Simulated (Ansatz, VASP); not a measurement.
## Two plane-wave programs on Sn

The input POSCAR:

```
Sn
1.0
    0.0000000000      3.2174385356      3.2174385356
    3.2174385356      0.0000000000      3.2174385356
    3.2174385356      3.2174385356      0.0000000000
Sn
2
Direct
    0.0000000000      0.0000000000      0.0000000000
    0.2500000000      0.2500000000      0.2500000000
```

File INCAR.step1:

```
SYSTEM = Sn
  PREC = Accurate
  ENCUT = 520
  ISMEAR = -1
  SIGMA = 0.02
  LREAL = .False.
  LASPH = .True.
  NELM = 100
  NBANDS = 21
  GGA = PE
  ALGO = Normal
  EDIFF = 1E-4
  LWAVE = .True.
  LCHARG = .False.
```

The input INCAR.step2:

```
SYSTEM = Sn
  PREC = Accurate
  ENCUT = 520
  EDIFF = 1E-6
  ISMEAR = -1
  SIGMA = 0.02
  LREAL = .False.
  LASPH = .True.
  NELM = 100
  ALGO = Normal
  ISIF = 2
  LWAVE = .False.
  LCHARG = .False.
  METAGGA = R2SCAN
  LMIXTAU = .True.
  NBANDS = 21
  ISTART = 1
```

The input KPOINTS:

```
regular mesh
0
Gamma
  6 6 6
  0 0 0
```

Input for Ansatz:

```yaml
crystal:
  lattice:
    - [0.0, 3.2174385356, 3.2174385356]
    - [3.2174385356, 0.0, 3.2174385356]
    - [3.2174385356, 3.2174385356, 0.0]
  atoms:
    - { symbol: Sn, position: [0.0, 0.0, 0.0] }
    - { symbol: Sn, position: [0.25, 0.25, 0.25] }
kpoints:
  mp_grid: { grid: [6, 6, 6] }
hamiltonian:
  xc: r2scan
scf:
  occupations: { method: fermi_dirac, width: 0.02 }
  n_extra_bands: 4
output:
  forces: true
  stress: true
  eigenvalues: true
```

Alike in both runs: task single point; functional r2SCAN; k mesh 6 × 6 × 6; occupations fermi-dirac, width 0.02 eV; no spin polarisation.

|  | VASP | Ansatz |
| --- | --- | --- |
| version | VASP 6.6.1 | Ansatz 0.2.0 |
| potentials or method | VASP PAW PBE potentials, release 64 (Sn_d) | plane waves, PAW |
| plane-wave cutoff (eV) | 520 | 500 |
| valence electrons in the cell | 28 | 28 |

```csv
,VASP,Ansatz,Ansatz less VASP
pressure (GPa),3.1,3.1,+0.04
```

VASP's potentials were made for PBE, not for r2SCAN.
